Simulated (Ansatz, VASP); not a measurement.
**Two plane-wave programs on MnSi**

```
Mn Si
1.0
     3.07218    0.00000    0.00000
     0.00000    3.07218    0.00000
     0.00000    0.00000    3.07218
Mn Si
1 1
Direct
  0.00000 0.00000 0.00000
  0.50000 0.50000 0.50000
```

Alike in both runs: task single point; functional B3LYP; k mesh 5 × 5 × 5; occupations fermi-dirac, width 0.05 eV; collinear spin.

|  | VASP | Ansatz |
| --- | --- | --- |
| version | VASP 6.6.1 | Ansatz 0.2.0 |
| potentials or method | VASP PAW PBE potentials, release 64 (Mn_pv, Si) | Ansatz PAW |
| plane-wave cutoff (eV) | 520 | 420 |
| valence electrons in the cell | 17 | 19 |

```csv
,VASP,Ansatz,Ansatz less VASP
gap on the k mesh at the Fermi level (eV),none,none,-
pressure (GPa),1.9,1.6,-0.35
net moment per atom (μB),1.72,1.72,0.000
size of the moment on the site where the two differ most (μB),0.09,0.13,+0.042
```

VASP's potentials were made for PBE, not for B3LYP. Site moments also hang on the region over which each program counts them. A gap of «none» marks a metal or a gap that the smearing closes. The functional is the same, so the differences come from potentials, cutoffs and numerics. VASP's potentials hold 17 valence electrons a cell and Ansatz's 19, so a difference there can come from the potentials and not from the codes.

The k mesh is coarse, so the values compare programs but aren't converged. Noted on Ansatz's run: the magnetic or orbital state may not be the lowest.
